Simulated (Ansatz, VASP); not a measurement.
## Cd3I2: VASP beside Ansatz

```xyz
5
Lattice="4.8435 0.0000 0.0000 -2.4218 4.1946 0.0000 0.0000 0.0000 7.5358" Properties=species:S:1:pos:R:3 pbc="T T T"
Cd    0.0000    0.0000    0.0000
Cd    0.0000    2.7964    4.8606
Cd    2.4218    1.3982    2.6752
I     0.0000    2.7964    1.8463
I     2.4218    1.3982    5.6895
```

Alike in both runs: task relaxation of cell and atoms; functional PBE; k mesh 6 × 6 × 2; occupations gaussian, width 0.1 eV; no spin polarisation.

|  | VASP | Ansatz |
| --- | --- | --- |
| version | VASP 6.6.1 | Ansatz 0.2.0 |
| potentials or method | VASP PAW PBE potentials, release 64 (Cd, I), cutoff 600 eV | scalar-relativistic, plane waves, PAW |
| valence electrons in the cell | 50 | 94 |

Ansatz gave:

* gap on the k mesh at the Fermi level, each at its own relaxed structure (eV): none
* relaxed volume (Å³/atom): 35.69
* relaxed length of the cell vector where the two differ most in proportion (Å): 10.257

Problem. Which values does VASP return?

Solution. gap on the k mesh at the Fermi level, each at its own relaxed structure (eV): none; relaxed volume (Å³/atom): 42.52; relaxed length of the cell vector where the two differ most in proportion (Å): 5.765.

A gap of «none» marks a metal or a gap that the smearing closes. One of these differences is far larger than is usual between the two programs; its cause wasn't traced. VASP's potentials hold 50 valence electrons a cell and Ansatz's 94, so a difference there can come from the potentials and not from the codes.

The k mesh is coarse, so the values compare programs but aren't converged. Neither program's run includes spin-orbit coupling. Noted on VASP's run: the volume moved by over 15 % at a fixed basis, so the end points are rough.
